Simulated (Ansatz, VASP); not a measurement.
# AgCl in VASP and in Ansatz

```
CELL_PARAMETERS angstrom
1.92704 -5.72329 0.00000
1.92704 5.72329 0.00000
0.00000 0.00000 3.92404
ATOMIC_POSITIONS crystal
Ag 0.39656 0.60344 0.75000
Ag 0.60344 0.39656 0.25000
Cl 0.86545 0.13455 0.25000
Cl 0.13455 0.86545 0.75000
```

Change from the starting cell: equal xx and yy strain of +3 %, crystal datasets.

Alike in both runs: task electric field gradients; functional PBE; k mesh 9 × 9 × 8; occupations fermi-dirac, width 0.03 eV; no spin polarisation.

```csv
,VASP,Ansatz
version,VASP 6.6.1,Ansatz 0.2.0
potentials or method,"VASP PAW PBE potentials, release 64 (Ag, Cl), cutoff 520 eV","all-electron PAW with datasets made for the crystal, scalar-relativistic"
```

Ansatz gave:

- pressure (GPa): -1.0
- traceless stress, the component that is largest in VASP (GPa): 0.66
- rms of the force components (eV/Å): 0.023
- size of Vzz on the site where it differs most (V/Å²): 51.5

Problem. What did VASP give for the same quantities?

Solution. Pressure (GPa): -1.1; traceless stress, the component that is largest in VASP (GPa): 0.70; rms of the force components (eV/Å): 0.024; size of Vzz on the site where it differs most (V/Å²): 53.2.

Atom by atom the forces differ by 0.002 eV/Å (rms over components). Ansatz ran all-electron here, and VASP with PAW potentials.
